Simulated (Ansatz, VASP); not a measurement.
# One calculation of MgO, two programs

```
CELL_PARAMETERS angstrom
3.28777 0.00000 0.00000
-1.64388 2.84729 0.00000
0.00000 0.00000 5.07904
ATOMIC_POSITIONS crystal
Mg 0.33333 0.66667 0.00632
Mg 0.66667 0.33333 0.50632
O 0.33333 0.66667 0.39828
O 0.66667 0.33333 0.89828
```

Change from the starting cell: mode 11 frozen in at +0.000 Å, equal normal strain along x, y and z -0.0083.

Alike in both runs: task single point; functional PBE; k mesh 9 × 9 × 6; occupations gaussian, width 0.05 eV; no spin polarisation.

|  | VASP | Ansatz |
| --- | --- | --- |
| version | VASP 6.6.1 | Ansatz 0.2.0 |
| potentials or method | VASP PAW PBE potentials, release 64 (Mg, O), cutoff 520 eV | scalar-relativistic, plane waves, PAW |
| valence electrons in the cell | 16 | 32 |

|  | VASP | Ansatz | Ansatz less VASP |
| --- | --- | --- | --- |
| gap on the k mesh at the Fermi level (eV) | 3.53 | 3.55 | +0.020 |
| least direct gap on the mesh (eV) | 3.53 | 3.55 | +0.020 |
| pressure (GPa) | 2.6 | 3.0 | +0.45 |
| traceless stress, the component that is largest in VASP (GPa) | -0.22 | -0.25 | -0.028 |
| rms of the force components (eV/Å) | 0.008 | 0.009 | +0.0010 |

Atom by atom the forces differ by 0.001 eV/Å (rms over components). VASP's potentials hold 16 valence electrons a cell and Ansatz's 32, so a difference there can come from the potentials and not from the codes.
